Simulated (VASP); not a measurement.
Input of a VASP 6.6.1 run:

Contents of INCAR:

```
  PREC = Accurate
  ENCUT = 600
  EDIFF = 1E-6
  ISMEAR = 0
  SIGMA = 0.02
  LREAL = F
  LASPH = T
  NELM = 120
  ALGO = Normal
  ISIF = 2
  LWAVE = F
  LCHARG = F
  GGA = CA
  NBANDS = 28
  GGA_COMPAT = F
```

The input KPOINTS:

```
regular mesh
0
Gamma
  6 6 6
```

The input POSCAR:

```
BaTiO3
1.0
    3.9268330345      0.0000000000      0.0000000000
    0.0000000000      3.9268330345      0.0000000000
    0.0000000000      0.0000000000      3.9756384684
Ba Ti O
1 1 3
Direct
    0.5000000000      0.5000000000      0.5796440764
    0.0000000000      0.0000000000      0.0919413029
    0.0000000000      0.5000000000      0.0650226048
    0.5000000000      0.0000000000      0.0650226048
    0.0000000000      0.0000000000      0.5583664011
```

Potentials or basis: VASP PAW LDA potentials, release 64 (Ba_sv, Ti_sv, O).

Command:

```bash
$ cat potpaw_LDA.64/Ba_sv/POTCAR potpaw_LDA.64/Ti_sv/POTCAR potpaw_LDA.64/O/POTCAR > POTCAR
$ mpirun -np 1 vasp_std > vasp.out
```

Q: Predict the band gap on the k mesh.

A: 1.77 eV (least direct gap 2.06 eV).

Q: Estimate the pressure.

A: 2.2 GPa.

Q: Estimate the largest force.

A: 0.070 eV/Å.

Forces in eV/Å, atoms in the order of the input:
```
Ba   0.000  0.000 -0.033
Ti   0.000  0.000 -0.070
O    0.000  0.000  0.017
O    0.000  0.000  0.017
O    0.000  0.000  0.068
```

Caveat: spin-orbit coupling is left out, which moves the levels of the heavy elements. A k mesh can miss the band edges.
